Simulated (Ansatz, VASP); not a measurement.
# One calculation of SiC, two programs

File INCAR:

```
PREC     = Accurate       # precision mode
ENCUT    = 600            # plane-wave cutoff, eV
EDIFF    = 1E-6           # SCF threshold, eV
ISMEAR   = 0              # smearing method
SIGMA    = 0.01           # smearing width, eV
LREAL    = F              # projectors in reciprocal space
LASPH    = T              # aspherical terms in the spheres
NELM     = 80             # most SCF steps
ALGO     = Normal         # electronic algorithm
ISIF     = 3              # what is computed and relaxed
LWAVE    = F              # write WAVECAR
LCHARG   = F              # write CHGCAR
GGA      = CA             # functional
IBRION   = 2              # ionic algorithm
NSW      = 80             # ionic steps
EDIFFG   = -0.001         # ionic threshold
```

The input KPOINTS:

```
regular mesh
0
Gamma
  10 10 6
```

File POSCAR:

```
SiC
1.0
    3.0760000000      0.0000000000      0.0000000000
   -1.5380000000      2.6638941420      0.0000000000
    0.0000000000      0.0000000000      5.0480000000
Si C
2 2
Direct
    0.3333333333      0.6666666667      0.0000000000
    0.6666666667      0.3333333333      0.5000000000
    0.3333333333      0.6666666667      0.3850000000
    0.6666666667      0.3333333333      0.8850000000
```

Input for Ansatz:

```yaml
crystal:
  lattice:
    - [3.076, 0.0, 0.0]
    - [-1.538, 2.663894142, 0.0]
    - [0.0, 0.0, 5.048]
  atoms:
    - { symbol: Si, position: [0.3333333333, 0.6666666667, 0.0] }
    - { symbol: Si, position: [0.6666666667, 0.3333333333, 0.5] }
    - { symbol: C, position: [0.3333333333, 0.6666666667, 0.385] }
    - { symbol: C, position: [0.6666666667, 0.3333333333, 0.885] }
scf:
  occupations: { method: fixed }
output:
  forces: true
  stress: true
  eigenvalues: true
  write_density: true
  write_potential: true
  elf: true
  volumetric_format: npy
hamiltonian:
  xc: lda
relax:
  f_tol: 0.001
  max_steps: 60
  cell: { stress_tol: 0.03 }
kpoints:
  mp_grid: { grid: [10, 10, 6] }
```

Alike in both runs: task relaxation of cell and atoms; functional LDA; k mesh 10 × 10 × 6; no spin polarisation.

```csv
,VASP,Ansatz
version,VASP 6.6.1,Ansatz 0.2.0
potentials or method,"VASP PAW LDA potentials, release 64 (Si, C)","scalar-relativistic, plane waves, PAW"
plane-wave cutoff (eV),600,420
occupations,"gaussian, width 0.01 eV",fixed
valence electrons in the cell,16,16
```

Ansatz gave:

- gap on the k mesh at the Fermi level, each at its own relaxed structure (eV): 2.29
- relaxed volume (Å³/atom): 10.14
- relaxed length of the cell vector where the two differ most in proportion (Å): 5.016

Question: What did VASP give for the same quantities?

Answer: gap on the k mesh at the Fermi level, each at its own relaxed structure (eV): 2.28; relaxed volume (Å³/atom): 10.16; relaxed length of the cell vector where the two differ most in proportion (Å): 5.018.

LDA's correlation is that of Perdew and Zunger in VASP and of Perdew and Wang (1992) in Ansatz.
